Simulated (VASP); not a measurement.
# PW (zincblende type) (F-43m) in VASP: further runs, part 2 of 2

VASP 6.6.1. Earlier steps stand in the parts before.

### 4 Single point, LDA (volume scaled by 0.92)

The input, INCAR:

```
SYSTEM = PW
PREC = Accurate
ENCUT = 520
EDIFF = 1E-6
ISMEAR = -1
SIGMA = 0.1
LREAL = .FALSE.
LASPH = .TRUE.
NELM = 100
ALGO = Normal
ISIF = 2
LWAVE = .FALSE.
LCHARG = .TRUE.
GGA = CA
LELF = .TRUE.
LVHAR = .TRUE.
NBANDS = 16
```

The input, KPOINTS:

```
regular mesh
0
G
  12 12 12
  0 0 0
```

The input, POSCAR:

```
PW
1.0
    0.0000000000      2.5977782932      2.5977782932
    2.5977782932      0.0000000000      2.5977782932
    2.5977782932      2.5977782932      0.0000000000
W P
1 1
Direct
    0.0000000000      0.0000000000      0.0000000000
    0.2500000000      0.2500000000      0.2500000000
```

Potentials or basis: VASP PAW LDA potentials, release 64 (W_sv, P).

Command:

```console
cat potpaw_LDA.64/W_sv/POTCAR potpaw_LDA.64/P/POTCAR > POTCAR
mpirun -np 1 vasp_std > vasp.out
```

OUTCAR:

```text
SYSTEM = PW
   PREC = Accurate
   ENCUT = 520
   EDIFF = 1E-6
   ISMEAR = -1
   LREAL = .FALSE.
   LASPH = .TRUE.
   NELM = 100
   ISIF = 2
   GGA = CA

 ion  position               nearest neighbor table
   1  0.000  0.000  0.000-   2 2.25   2 2.25   2 2.25   2 2.25
   2  0.250  0.250  0.250-   1 2.25   1 2.25   1 2.25   1 2.25

  LATTYP: Found a face centered cubic cell.
 ALAT       =     5.1955565864

  Lattice vectors:

 A1 = (   0.0000000000,   2.5977782932,   2.5977782932)
 A2 = (   2.5977782932,   0.0000000000,   2.5977782932)
 A3 = (   2.5977782932,   2.5977782932,   0.0000000000)

Analysis of symmetry for initial positions (statically):
=====================================================================
 Subroutine PRICEL returns:
 Original cell was already a primitive cell.

 Routine SETGRP: Setting up the symmetry group for a
 face centered cubic supercell.

 Subroutine GETGRP returns: Found 24 space group operations
 (whereof 24 operations were pure point group operations)
 out of a pool of 48 trial point group operations.
[... 155 lines left out ...]
  ---------------------------------------------------
  ext. energy  EPLUGINS =         0.00000000
  ---------------------------------------------------
  free energy    TOTEN  =       -18.81989757 eV

  energy without entropy =      -18.73953100  energy(sigma->0) =      -18.77971428

 E-fermi :   8.0413     XC(G=0): -11.6412

 val. band max:        8.0313962926   @ k =   0.2500   0.1667   0.0000
 cond. band min:       8.0429432779   @ k =   0.5000   0.3333   0.1667
 fundamental gap:      0.0115469853
 Fermi energy:         8.0412831356

 k-point     1 :       0.0000    0.0000    0.0000
  band No.  band energies     occupation
      1     -65.1683      2.00000
      2     -29.7495      2.00000
      3     -29.7495      2.00000
      4     -29.7495      2.00000
      5      -4.7871      2.00000
      6       3.4359      2.00000
[... 433 lines left out ...]
      3     -29.7863      2.00000
      4     -29.7706      2.00000
      5      -2.8541      2.00000
      6       2.8061      2.00000
[... 8 lines left out ...]
     15      18.2563      0.00000
     16      18.9410      0.00000

 [... further k-points ...]
[... 5 lines left out ...]
  --------------------------------------------------------------------------------------
  -------------------------------------------------------------------------------------
  Total        3.5467206      3.5467206      3.5467206     -0.0000000      0.0000000      0.0000000
  in kB      162.0695093    162.0695093    162.0695093     -0.0000000      0.0000000      0.0000000
  external PRESSURE =     162.0695093 kB  Pullay stress =       0.0000000 kB

 VOLUME and BASIS-vectors are now :
 -----------------------------------------------------------------------------
  energy-cutoff  :      520.00
  volume of cell :       35.06
      direct lattice vectors                 reciprocal lattice vectors
     0.000000000  2.597778293  2.597778293    -0.192472160  0.192472160  0.192472160
     2.597778293  0.000000000  2.597778293     0.192472160 -0.192472160  0.192472160
     2.597778293  2.597778293  0.000000000     0.192472160  0.192472160 -0.192472160

 POSITION                                       TOTAL-FORCE (eV/Angst)
 -----------------------------------------------------------------------------------
      0.00000      0.00000      0.00000         0.000000      0.000000      0.000000
      1.29889      1.29889      1.29889        -0.000000     -0.000000     -0.000000
 -----------------------------------------------------------------------------------
    total drift:                               -0.000001     -0.000001     -0.000001

  FREE ENERGIE OF THE ION-ELECTRON SYSTEM (eV)
  ---------------------------------------------------
  free  energy   TOTEN  =       -18.8198975675 eV

  energy  without entropy=      -18.7395309968  energy(sigma->0) =      -18.77971428
```

OSZICAR:

```text
N       E                     dE             d eps       ncg     rms          rms(c)
DAV:   1     0.125747273815E+03    0.12575E+03   -0.95266E+03  2312   0.119E+03
DAV:   2    -0.162287310776E+02   -0.14198E+03   -0.13837E+03  2792   0.327E+02
DAV:   3    -0.199060878506E+02   -0.36774E+01   -0.36539E+01  2808   0.507E+01
DAV:   4    -0.199376002078E+02   -0.31512E-01   -0.31508E-01  2848   0.527E+00
DAV:   5    -0.199381025159E+02   -0.50231E-03   -0.50231E-03  2888   0.657E-01    0.244E+01
DAV:   6    -0.188777511785E+02    0.10604E+01   -0.27907E+00  2496   0.132E+01    0.862E+00
DAV:   7    -0.188341971133E+02    0.43554E-01   -0.13902E-01  2616   0.263E+00    0.469E+00
DAV:   8    -0.188204340538E+02    0.13763E-01   -0.14580E-02  3008   0.947E-01    0.261E-01
DAV:   9    -0.188199313136E+02    0.50274E-03   -0.16429E-03  2672   0.323E-01    0.820E-02
DAV:  10    -0.188198965821E+02    0.34732E-04   -0.14940E-04  2744   0.747E-02    0.469E-02
DAV:  11    -0.188198975675E+02   -0.98546E-06   -0.53091E-06  2792   0.181E-02
   1 F= -.18819898E+02 E0= -.18779714E+02  d E =-.803666E-01
```

stdout:

```text
POSCAR found type information on POSCAR W P
 POSCAR found :  2 types and       2 ions
 scaLAPACK will be used
 LDA part: xc-table for (Slater(with rela. corr.)+CA(PZ))
 , standard interpolation
 POSCAR, INCAR and KPOINTS ok, starting setup
 FFT: planning ... GRIDC
 FFT: planning ... GRID_SOFT
 FFT: planning ... GRID
 WAVECAR not read
 entering main loop
```

It took 55 s on 1 thread of Intel Xeon 8259CL, shared host; peak memory 0.17 GiB.

Results:

| Quantity | Value |
| --- | --- |
| Free energy | -18.8199 eV |
| Pressure | 16.2 GPa |

Levels at points of the mesh, in eV from the Fermi level:
```
           k point  band 8  band 9  band 10  band 11  band 12  band 13
(0.00, 0.00, 0.00)   -4.61   -0.48    -0.48     3.66     6.66     6.66
(0.50, 0.00, 0.00)   -4.08    0.24     0.24     0.36     3.98     3.98
(0.50, 0.50, 0.00)   -2.45   -1.98     0.23     1.08     1.63     1.63
```

Caveat: the cell differs from its parent crystal (volume scaled by 0.92); spin-orbit coupling is left out, which moves the levels of the heavy elements.

### 5 Single point, LDA

This run uses another cell than the first one, of 19.06 Å³/atom, 1.316 times its volume.

The input, INCAR:

```
PREC = Accurate ; ENCUT = 520
EDIFF = 1E-6 ; ISMEAR = -1
SIGMA = 0.1 ; LREAL = False
LASPH = True ; NELM = 80
ALGO = Normal ; ISIF = 2
LWAVE = False ; LCHARG = True
LELF = True ; LVHAR = True
NBANDS = 16
```

The input, KPOINTS:

```
Automatic mesh
0
Gamma
  12 12 12
```

The input, POSCAR:

```
PW
1.0
    0.0000000000      2.6709933563      2.6709933563
    2.6709933563      0.0000000000      2.6709933563
    2.6709933563      2.6709933563      0.0000000000
W P
1 1
Direct
    0.0000000000      0.0000000000      0.0000000000
    0.2500000000      0.2500000000      0.2500000000
```

Command:

```console
cat potpaw_LDA.64/W_sv/POTCAR potpaw_LDA.64/P/POTCAR > POTCAR
mpirun -np 1 vasp_std > vasp.out
```

Wall time 48 s (1 thread of Intel Xeon 8259CL, shared host); peak memory 0.17 GiB.

Results (log left out):

```yaml
Free_energy: -18.9688 eV
Pressure: 0.4 GPa
```

Levels at points of the mesh, in eV from the Fermi level:
```
           k point  band 6  band 7  band 8  band 9  band 10  band 11  band 12  band 13  band 14  band 15
(0.00, 0.00, 0.00)   -4.29   -4.29   -4.29   -0.39    -0.39     3.25     6.35     6.35     6.35     9.00
(0.50, 0.00, 0.00)   -5.16   -3.81   -3.81    0.22     0.22     0.29     3.69     3.69     4.95    10.76
(0.50, 0.50, 0.00)   -6.02   -2.44   -2.44   -1.72     0.10     0.96     1.52     1.52     8.96     9.33
```

Caveat: spin-orbit coupling is left out, which moves the levels of the heavy elements.

### 6 Single point, LDA

This run uses another cell than the first one, of 19.06 Å³/atom, 1.316 times its volume.

The input, INCAR:

```
PREC = Accurate
ENCUT = 520
EDIFF = 1E-7
ISMEAR = -1
SIGMA = 0.1
LREAL = False
LASPH = True
NELM = 100
ALGO = Normal
ISIF = 2
LWAVE = False
LCHARG = False
GGA = CA
NBANDS = 16
```

The input, KPOINTS:

```
regular mesh
0
Gamma
  12 12 12
```

POSCAR is that of step 5.

Potentials or basis: VASP PAW LDA potentials, release 64 (W_sv, P).

Command:

```console
cat potpaw_LDA.64/W_sv/POTCAR potpaw_LDA.64/P/POTCAR > POTCAR
mpirun -np 1 vasp_std > vasp.out
```

Run time: 52 s. Hardware: 1 thread of Intel Xeon 8259CL, shared host; peak memory 0.17 GiB.

Results (log left out):

* Free energy: -18.9688 eV
* Pressure: 0.4 GPa

Levels at points of the mesh, in eV from the Fermi level:
```csv
k point,band 7,band 8,band 9,band 10,band 11,band 12,band 13,band 14
"(0.00, 0.00, 0.00)",-4.29,-4.29,-0.39,-0.39,3.25,6.35,6.35,6.35
"(0.50, 0.00, 0.00)",-3.81,-3.81,0.22,0.22,0.29,3.69,3.69,4.95
"(0.50, 0.50, 0.00)",-2.44,-2.44,-1.72,0.10,0.96,1.52,1.52,8.96
```

Caveat: spin-orbit coupling is left out, which moves the levels of the heavy elements.

### 7 The runs side by side

| cell | gap on the mesh (eV) | pressure (GPa) |
| --- | --- | --- |
| a = 3.447 Å, angles 60.0°, 2 atoms | none | 76.1 |
| a = 3.564 Å, angles 60.0°, 2 atoms | none | 40.0 |
| a = 3.674 Å, angles 60.0°, 2 atoms | none | 16.2 |
| a = 3.777 Å, angles 60.0°, 2 atoms | none | 0.4 |

Alike in all rows: task single point; level LDA; potentials or basis VASP PAW LDA potentials, release 64 (W_sv, P); no spin polarisation; k mesh 12 × 12 × 12; cutoff (eV) 520; smearing fermi-dirac 0.1 eV.

Caveats: spin-orbit coupling is left out, which moves the levels of the heavy elements.

Absolute energies hang on the potentials; compare differences alone.
